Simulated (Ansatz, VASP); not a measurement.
**Pt in VASP and in Ansatz**

The input INCAR:

```
SYSTEM = Pt
PREC     = Accurate       ! precision mode
ENCUT    = 500            ! plane-wave cutoff, eV
EDIFF    = 1E-6           ! SCF threshold, eV
ISMEAR   = 0              ! smearing method
SIGMA    = 0.1            ! smearing width, eV
LREAL    = .False.        ! projectors in reciprocal space
LASPH    = .True.         ! aspherical terms in the spheres
NELM     = 120            ! most SCF steps
ALGO     = Normal         ! electronic algorithm
ISIF     = 2              ! what is computed and relaxed
LWAVE    = .False.        ! write WAVECAR
LCHARG   = .False.        ! write CHGCAR
GGA      = PS             ! functional
NBANDS   = 11             ! bands
GGA_COMPAT= .False.
```

File KPOINTS:

```
regular mesh
0
Gamma
  6 6 6
  0 0 0
```

Contents of POSCAR:

```
Pt
1.0
   -1.5603896167      1.5603896167      1.5603896167
    1.5603896167     -1.5603896167      1.5603896167
    1.5603896167      1.5603896167     -1.5603896167
Pt
1
Direct
    0.0000000000      0.0000000000      0.0000000000
```

Input for Ansatz:

```yaml
crystal:
  lattice:
    - [-1.5603896167, 1.5603896167, 1.5603896167]
    - [1.5603896167, -1.5603896167, 1.5603896167]
    - [1.5603896167, 1.5603896167, -1.5603896167]
  atoms:
    - { symbol: Pt, position: [0.0, 0.0, 0.0] }
basis:
  ecutwfc: 420
kpoints:
  mp_grid: { grid: [6, 6, 6] }
hamiltonian:
  xc: pbesol
  pseudopotentials: { kind: paw, azcp: { folder: soft_1 } }
scf:
  occupations: { method: gaussian, width: 0.1 }
output:
  forces: true
  stress: true
  eigenvalues: true
```

Alike in both runs: task single point; functional PBEsol; k mesh 6 × 6 × 6; occupations gaussian, width 0.1 eV; no spin polarisation.

|  | VASP | Ansatz |
| --- | --- | --- |
| version | VASP 6.6.1 | Ansatz 0.2.0 |
| potentials or method | VASP PAW PBE potentials, release 64 (Pt), cutoff 500 eV | scalar-relativistic, plane waves, PAW |
| valence electrons in the cell | 10 | 18 |

```tsv
	VASP	Ansatz	Ansatz less VASP
gap on the k mesh at the Fermi level (eV)	none	none	-
pressure (GPa)	0.6	0.9	+0.32
```

VASP's potentials were made for PBE, not for PBEsol, and Ansatz warns of the same on its side. A gap of «none» marks a metal or a gap that the smearing closes. VASP's potentials hold 10 valence electrons a cell and Ansatz's 18, so a difference there can come from the potentials and not from the codes.

The k mesh is coarse, so the values compare programs but aren't converged. Spin-orbit coupling is off throughout.
